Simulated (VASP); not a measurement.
Write the native input for VASP 6.6.1 that does the following.

```
Task                   : single point
Functional             : r2SCAN
Potentials or basis    : VASP PAW PBE potentials, release 64 (Ga_d, N)
Cutoff                 : 520 eV
k mesh                 : 10 × 10 × 10
Occupations            : gaussian, width 0.01 eV
Spin                   : no spin polarisation
Dipole correction      : no
Further INCAR settings : ALGO = Normal; EDIFF = 1e-06; NBANDS = 16
```

The system is GaN.

```
Ga N
1.0
     0.00000    2.10852    2.09797
     2.10852    0.00000    2.09797
     2.10852    2.10852    0.00000
Ga N
1 1
Direct
  0.00000 0.00000 0.00000
  0.50000 0.50000 0.50000
```

This cell differs from its parent crystal: uniaxial z strain -0.5%.

The input as run:

POSCAR

```
GaN
1.0
    0.0000000000      2.1085152370      2.0979726608
    2.1085152370      0.0000000000      2.0979726608
    2.1085152370      2.1085152370      0.0000000000
Ga N
1 1
Direct
    0.0000000000      0.0000000000      0.0000000000
    0.5000000000      0.5000000000      0.5000000000
```

INCAR.step1

```
SYSTEM = GaN
ALGO     = Normal         ! electronic algorithm
EDIFF    = 1E-4           ! SCF threshold, eV
ENCUT    = 520            ! plane-wave cutoff, eV
GGA      = PE             ! functional
ISMEAR   = 0              ! smearing method
LASPH    = .TRUE.         ! aspherical terms in the spheres
LCHARG   = .FALSE.        ! write CHGCAR
LREAL    = .FALSE.        ! projectors in reciprocal space
LWAVE    = .TRUE.         ! write WAVECAR
NBANDS   = 16             ! bands
NELM     = 100            ! most SCF steps
PREC     = Accurate       ! precision mode
SIGMA    = 0.01           ! smearing width, eV
```

INCAR.step2

```
SYSTEM = GaN
ALGO     = Normal         ! electronic algorithm
EDIFF    = 1E-6           ! SCF threshold, eV
ENCUT    = 520            ! plane-wave cutoff, eV
ISIF     = 2              ! what is computed and relaxed
ISMEAR   = 0              ! smearing method
ISTART   = 1            
LASPH    = .TRUE.         ! aspherical terms in the spheres
LCHARG   = .FALSE.        ! write CHGCAR
LMIXTAU  = .TRUE.       
LREAL    = .FALSE.        ! projectors in reciprocal space
LWAVE    = .FALSE.        ! write WAVECAR
METAGGA  = R2SCAN         ! meta-GGA
NBANDS   = 16             ! bands
NELM     = 100            ! most SCF steps
PREC     = Accurate       ! precision mode
SIGMA    = 0.01           ! smearing width, eV
```

KPOINTS

```
k-points
0
G
  10 10 10
  0 0 0
```

Potentials or basis: VASP PAW PBE potentials, release 64 (Ga_d, N).

Launch:

```console
$ cat potpaw_PBE.64/Ga_d/POTCAR potpaw_PBE.64/N/POTCAR > POTCAR
$ cp INCAR.step1 INCAR
$ mpirun -np 1 vasp_std > vasp.out
$ cp INCAR.step2 INCAR
$ mpirun -np 1 vasp_std > vasp.out
```

It gave:

The pressure is 2.6 GPa and the band gap on the k mesh is 1.17 eV, indirect (least direct gap 3.46 eV).

Caveat: the cell differs from its parent crystal (uniaxial z strain -0.5%); the PAW data sets were made with another functional, which shifts forces and pressure a little.

Run time: 87 s on 1 thread of AMD EPYC 9R14 (Zen 4) (shared host), peak memory 0.13 GiB.
